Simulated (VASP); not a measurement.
A run of VASP 6.6.1:

File INCAR:

```
SYSTEM = ZrB
  ALGO = Normal
  EDIFF = 1E-6
  ENCUT = 520
  ISIF = 2
  ISMEAR = 0
  LASPH = .True.
  LCHARG = .False.
  LREAL = .False.
  LWAVE = .False.
  NBANDS = 14
  NELM = 80
  PREC = Accurate
  SIGMA = 0.15
```

KPOINTS

```
k-points
0
Gamma
  18 18 18
  0 0 0
```

Contents of POSCAR:

```
ZrB
1.0
    0.0000000000      2.5288133830      2.3798662747
    2.5288133830      0.0000000000      2.3798662747
    2.5288133830      2.5288133830      0.0000000000
Zr B
1 1
Direct
    0.0000000000      0.0000000000      0.0000000000
    0.5000000000      0.5000000000      0.5000000000
```

Potentials or basis: VASP PAW LDA potentials, release 64 (Zr_sv, B).

Run with:

```console
$ cat potpaw_LDA.64/Zr_sv/POTCAR potpaw_LDA.64/B/POTCAR > POTCAR
$ mpirun -np 1 vasp_std > vasp.out
```

Hardware: 1 thread of Intel(R) Xeon(R) 6975P-C (Granite Rapids), on a shared host.

How long does it take, and how much memory?

It took 76 s on 1 thread of Intel(R) Xeon(R) 6975P-C (Granite Rapids), with other jobs on the host, peak memory 0.31 GiB. Counts: scf iterations 12, k points 480.
